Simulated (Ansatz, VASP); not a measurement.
# One calculation of PtPb, two programs

```
CELL_PARAMETERS angstrom
4.25000 0.00000 0.00000
-2.12500 3.68061 0.00000
0.00000 0.00000 5.56512
ATOMIC_POSITIONS crystal
Pt 0.33333 0.66667 0.25000
Pt 0.66667 0.33333 0.75000
Pb 0.00000 0.00000 0.00000
Pb 0.00000 0.00000 0.50000
```

Change from the starting cell: zz strain of +2 %, crystal datasets.

Alike in both runs: task electric field gradients; functional LDA; k mesh 10 × 10 × 7; occupations fermi-dirac, width 0.05 eV; no spin polarisation.

|  | VASP | Ansatz |
| --- | --- | --- |
| version | VASP 6.6.1 | Ansatz 0.2.0 |
| potentials or method | VASP PAW LDA potentials, release 64 (Pt, Pb_d), cutoff 520 eV | all-electron PAW with datasets made for the crystal, scalar-relativistic |

```csv
,VASP,Ansatz,Ansatz less VASP
pressure (GPa),3.9,3.6,-0.28
"traceless stress, the component that is largest in VASP (GPa)",15.26,15.27,+0.014
size of Vzz on the site where it differs most (V/Å²),24.8,89.8,+65.02
```

LDA's correlation is that of Perdew and Zunger in VASP and of Perdew and Wang (1992) in Ansatz. One of these differences is far larger than is usual between the two programs; its cause wasn't traced. Ansatz ran all-electron here, and VASP with PAW potentials.

Spin-orbit coupling is off throughout.
